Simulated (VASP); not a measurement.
# Ga4P (Im-3m) in VASP: a series of runs, part 2 of 2

VASP 6.6.1. Earlier steps stand in the parts before.

### Step 4. Relaxation of cell and atoms, PBE

This run uses another cell than the first one, of 20.59 Å³/atom, 0.977 times its volume.

INCAR

```
PREC = Accurate
ENCUT = 600
EDIFF = 1E-7
ISMEAR = 0
SIGMA = 0.1
LREAL = F
LASPH = T
NELM = 80
ALGO = Normal
ISIF = 3
LWAVE = F
LCHARG = F
GGA = PE
IBRION = 2
NSW = 100
EDIFFG = -0.01
```

KPOINTS

```
Automatic mesh
0
Gamma
  10 10 10
```

POSCAR

```
Ga4P
1.0
   -2.9524555952      2.9524555952      2.9524555952
    2.9524555952     -2.9524555952      2.9524555952
    2.9524555952      2.9524555952     -2.9524555952
Ga P
4 1
Direct
    0.0000000000      0.0000000000      0.5000000000
    0.5000000000      0.0000000000      0.0000000000
    0.5000000000      0.5000000000      0.5000000000
    0.0000000000      0.5000000000      0.0000000000
    0.0000000000      0.0000000000      0.0000000000
```

Potentials or basis: VASP PAW PBE potentials, release 64 (Ga_d, P).

Command:

```sh
$ cat potpaw_PBE.64/Ga_d/POTCAR potpaw_PBE.64/P/POTCAR > POTCAR
$ mpirun -np 1 vasp_std > vasp.out
```

OUTCAR:

```text
PREC = Accurate
   ENCUT = 600
   EDIFF = 1E-7
   ISMEAR = 0
   LREAL = F
   LASPH = T
   NELM = 80
   ISIF = 3
   GGA = PE
   IBRION = 2
   NSW = 100
   EDIFFG = -0.01

 ion  position               nearest neighbor table
   1  0.000  0.000  0.500-   5 2.56   5 2.56
   2  0.500  0.000  0.000-   5 2.56   5 2.56
   3  0.500  0.500  0.500-   5 2.56   5 2.56
   4  0.000  0.500  0.000-   5 2.56   5 2.56
   5  0.000  0.000  0.000-   1 2.56   2 2.56   3 2.56   4 2.56   1 2.56   4 2.56   2 2.56   3 2.56

  LATTYP: Found a body centered cubic cell.
 ALAT       =     5.9049111904

  Lattice vectors:

 A1 = (  -2.9524555952,   2.9524555952,   2.9524555952)
 A2 = (   2.9524555952,  -2.9524555952,   2.9524555952)
 A3 = (   2.9524555952,   2.9524555952,  -2.9524555952)

Analysis of symmetry for initial positions (statically):
=====================================================================
 Subroutine PRICEL returns:
 Original cell was already a primitive cell.

 Routine SETGRP: Setting up the symmetry group for a
 body centered cubic supercell.

 Subroutine GETGRP returns: Found 48 space group operations
 (whereof 48 operations were pure point group operations)
 out of a pool of 48 trial point group operations.

The static configuration has the point symmetry O_h .

Analysis of symmetry for dynamics (positions and initial velocities):
=====================================================================
 Subroutine PRICEL returns:
 Original cell was already a primitive cell.

 Routine SETGRP: Setting up the symmetry group for a
 body centered cubic supercell.

 Subroutine GETGRP returns: Found 48 space group operations
 (whereof 48 operations were pure point group operations)
 out of a pool of 48 trial point group operations.

The dynamic configuration has the point symmetry O_h .

 Subroutine INISYM returns: Found 48 space group operations
 (whereof 48 operations are pure point group operations),
 and found     1 'primitive' translations

----------------------------------------------------------------------------------------

                                     Primitive cell

  volume of cell :     102.9462

  direct lattice vectors                    reciprocal lattice vectors
    -2.952455595  2.952455595  2.952455595     0.000000000  0.169350557  0.169350557
     2.952455595 -2.952455595  2.952455595     0.169350557  0.000000000  0.169350557
     2.952455595  2.952455595 -2.952455595     0.169350557  0.169350557  0.000000000

  length of vectors
     5.113803098  5.113803098  5.113803098     0.239497855  0.239497855  0.239497855

  position of ions in fractional coordinates (direct lattice)
     0.000000000  0.000000000  0.500000000
     0.500000000  0.000000000  0.000000000
     0.500000000  0.500000000  0.500000000
     0.000000000  0.500000000  0.000000000
     0.000000000  0.000000000  0.000000000

  ion indices of the primitive-cell ions
   primitive index   ion index
                 1           1
                 2           2
                 3           3
                 4           4
                 5           5

[... 29 lines left out ...]
  0.100000  0.000000  0.000000     12.000000
  0.200000  0.000000  0.000000     12.000000
  0.300000  0.000000  0.000000     12.000000
  0.400000  0.000000  0.000000     12.000000
  0.500000  0.000000  0.000000      6.000000
[... 16 lines left out ...]
  0.300000  0.300000  0.100000      8.000000
 -0.300000  0.300000  0.100000     24.000000
 [... further k-points ...]
   k-points           NKPTS =     47   k-points in BZ     NKDIM =     47   number of bands    NBANDS=     34
   number of dos      NEDOS =    301   number of ions     NIONS =      5
   total plane-waves  NPLWV =  74088
   dimension x,y,z NGX =    42 NGY =   42 NGZ =   42
   dimension x,y,z NGXF=    84 NGYF=   84 NGZF=   84
   ions per type =               4   1
   NGX,Y,Z   is equivalent  to a cutoff of  13.65, 13.65, 13.65 a.u.
   NGXF,Y,Z  is equivalent  to a cutoff of  27.31, 27.31, 27.31 a.u.
 SYSTEM =  unknown system
   PREC   = accura    normal or accurate (medium, high low for compatibility)
   ISTART =      0    job   : 0-new  1-cont  2-samecut
   ICHARG =      2    charge: 1-file 2-atom 10-const
   ISPIN  =      1    spin polarized calculation?
   LNONCOLLINEAR =      F non collinear calculations
   LSORBIT =      F    spin-orbit coupling
   LASPH  =      T    aspherical Exc in radial PAW
   ENCUT  =  600.0 eV  44.10 Ry    6.64 a.u.  10.21 10.21 10.21*2*pi/ulx,y,z
   NELM   =     80;   NELMIN=  2; NELMDL= -5     # of ELM steps
   EDIFF  = 0.1E-06   stopping-criterion for ELM
   LREAL  =      F    real-space projection
   EDIFFG = -.1E-01   stopping-criterion for IOM
   NSW    =    100    number of steps for IOM
   IBRION =      2    ionic relax: 0-MD 1-quasi-New 2-CG
   NFREE  =      1    steps in history (QN), initial steepest desc. (CG)
   ISIF   =      3    stress and relaxation
   ISYM   =      2    0-nonsym 1-usesym 2-fastsym
   POTIM  = 0.5000    time-step for ionic-motion
   TEBEG  =    0.0;   TEEND  =   0.0 temperature during run
   PSTRESS=    0.0 pullay stress
   NELECT =      57.0000    total number of electrons
   NUPDOWN=      -1.0000    fix difference up-down
   EMIN   =  10.00;   EMAX   =-10.00  energy-range for DOS
   EFERMI =   0.00;   METHOD = LEGACY
   ISMEAR =     0;   SIGMA  =   0.10  broadening in eV -4-tet -1-fermi 0-gaus
   EFERMI_NEDOS =   21; number of points for ismear=-14 and -15
   IALGO  =     38    algorithm
   IMIX   =      4    mixing-type and parameters
     AMIX     =   0.40;   BMIX     =  1.00
     AMIX_MAG =   1.60;   BMIX_MAG =  1.00
  volume/ion in A,a.u.               =      20.59       138.94
  Fermi-wavevector in a.u.,A,eV,Ry     =   1.344301  2.540360 24.587690  1.807144
  Thomas-Fermi vector in A             =   2.472305
   LORBIT       =      0    0 simple, 1 ext, 2 COOP (PROOUT), +10 PAW based schemes
   GGA     = PE    functional components
   LHFCALC =     F    Hartree Fock is set to
   AEXX    =    0.0000 exact exchange contribution
   IVDW    =     0    specifies the selected vdW correction
   LEPSILON=     F    determine dielectric tensor
   LRPA    =     F    only Hartree local field effects (RPA)
 conjugate gradient relaxation of ions
 non-spin polarized calculation
 Gauss-broadening in eV      SIGMA  =   0.10
  energy-cutoff  :      600.00
  volume of cell :      102.95
 maximum number of plane-waves:      3468
 NGX is ok and might be reduce to    42
   NGX = 21   NGY = 21   NGZ = 21

--------------------------------------- Ionic step        1  -------------------------------------------

 number of electron      56.9999959 magnetization

 Free energy of the ion-electron system (eV)
  ---------------------------------------------------
  ext. energy  EPLUGINS =         0.00000000
  ---------------------------------------------------
  free energy    TOTEN  =       -15.70235832 eV

  energy without entropy =      -15.68653278  energy(sigma->0) =      -15.69444555

------------------------ aborting loop because EDIFF is reached ----------------------------------------

  FORCE on cell =-STRESS in cart. coord.  units (eV):
  Direction    XX          YY          ZZ          XY          YZ          ZX
  --------------------------------------------------------------------------------------
  -------------------------------------------------------------------------------------
  Total        0.6213717      0.6213717      0.6213717     -0.0000000      0.0000000     -0.0000000
  in kB        9.6705667      9.6705667      9.6705667     -0.0000000      0.0000000     -0.0000000
  external PRESSURE =       9.6705667 kB  Pullay stress =       0.0000000 kB
[... 65 lines left out ...]
--------------------------------------- Ionic step        3  -------------------------------------------

 number of electron      56.9999983 magnetization

 Free energy of the ion-electron system (eV)
  ---------------------------------------------------
  ext. energy  EPLUGINS =         0.00000000
  ---------------------------------------------------
  free energy    TOTEN  =       -15.71023958 eV

  energy without entropy =      -15.69304515  energy(sigma->0) =      -15.70164237

 E-fermi :   4.6859     XC(G=0): -10.1426

 val. band max:        4.6791467540   @ k =   0.1000   0.1000   0.0000
 cond. band min:       4.6933802627   @ k =  -0.4000  -0.4000   0.1000
 fundamental gap:      0.0142335088
 Fermi energy:         4.6859209881

 k-point     1 :       0.0000    0.0000    0.0000
  band No.  band energies     occupation
      1     -10.6234      2.00000
      2     -10.3786      2.00000
      3     -10.3786      2.00000
      4     -10.2989      2.00000
      5     -10.2989      2.00000
      6     -10.2742      2.00000
[... 877 lines left out ...]
     33       8.4494      0.00000
     34       9.3002      0.00000

 [... further k-points ...]
[... 5 lines left out ...]
  --------------------------------------------------------------------------------------
  -------------------------------------------------------------------------------------
  Total       -0.0297108     -0.0297108     -0.0297108     -0.0000000      0.0000000      0.0000000
  in kB       -0.4503166     -0.4503166     -0.4503166     -0.0000000      0.0000000      0.0000000
  external PRESSURE =      -0.4503166 kB  Pullay stress =       0.0000000 kB
[... 20 lines left out ...]
  FREE ENERGIE OF THE ION-ELECTRON SYSTEM (eV)
  ---------------------------------------------------
  free  energy   TOTEN  =       -15.7102395815 eV

  energy  without entropy=      -15.6930451538  energy(sigma->0) =      -15.70164237

 reached required accuracy - stopping structural energy minimisation
```

OSZICAR:

```text
N       E                     dE             d eps       ncg     rms          rms(c)
DAV:   1     0.434993597042E+03    0.43499E+03   -0.30200E+04  3222   0.311E+03
DAV:   2     0.400624985126E+02   -0.39493E+03   -0.38955E+03  3324   0.608E+02
DAV:   3    -0.135229954281E+02   -0.53585E+02   -0.52535E+02  3696   0.168E+02
DAV:   4    -0.159860141858E+02   -0.24630E+01   -0.24367E+01  3788   0.354E+01
[... 28 lines left out ...]
DAV:   4    -0.157103781592E+02    0.76606E-03   -0.13436E-03  3408   0.386E-01    0.565E-02
DAV:   5    -0.157102551812E+02    0.12298E-03   -0.11310E-04  4240   0.949E-02    0.334E-02
DAV:   6    -0.157102404081E+02    0.14773E-04   -0.37429E-05  3788   0.830E-02    0.365E-03
DAV:   7    -0.157102396316E+02    0.77656E-06   -0.39874E-06  3948   0.247E-02    0.196E-03
DAV:   8    -0.157102395815E+02    0.50106E-07   -0.54397E-07  2948   0.419E-03
   3 F= -.15710240E+02 E0= -.15701642E+02  d E =-.788126E-02
```

It took 9 min on 1 thread of Intel Xeon 6975P-C, shared host; peak memory 0.37 GiB.

What came out:

- Free energy: -15.7102 eV
- Relaxed volume: 21.14 Å³/atom
- Relaxed cell: a = 5.159 Å, b = 5.159 Å, c = 5.159 Å, α = 109.47°, β = 109.47°, γ = 109.47°
- Space group after relaxing (to 0.05 Å): Im-3m (No. 229)
- Energy gained by relaxing: 1.6 meV/atom
- Ionic steps: 3
- Pressure after relaxing: 0.0 GPa

The path:
| step | energy change (eV) | largest force (eV/Å) | pressure (GPa) | volume (Å³) |
| --- | --- | --- | --- | --- |
| 1 | 0.0000 | 0.0000 | 0.97 | 102.95 |
| 2 | -0.0073 | 0.0000 | 0.29 | 104.81 |
| 3 | -0.0079 | 0.0000 | -0.05 | 105.71 |

Final structure:
```yaml
crystal:
  lattice:
    - [-2.97862, 2.97862, 2.97862]
    - [2.97862, -2.97862, 2.97862]
    - [2.97862, 2.97862, -2.97862]
  atoms:
    - { symbol: Ga, position: [0.00000, 0.00000, 0.50000] }
    - { symbol: Ga, position: [0.50000, 0.00000, 0.00000] }
    - { symbol: Ga, position: [0.50000, 0.50000, 0.50000] }
    - { symbol: Ga, position: [0.00000, 0.50000, 0.00000] }
    - { symbol: P, position: [0.00000, 0.00000, 0.00000] }
```
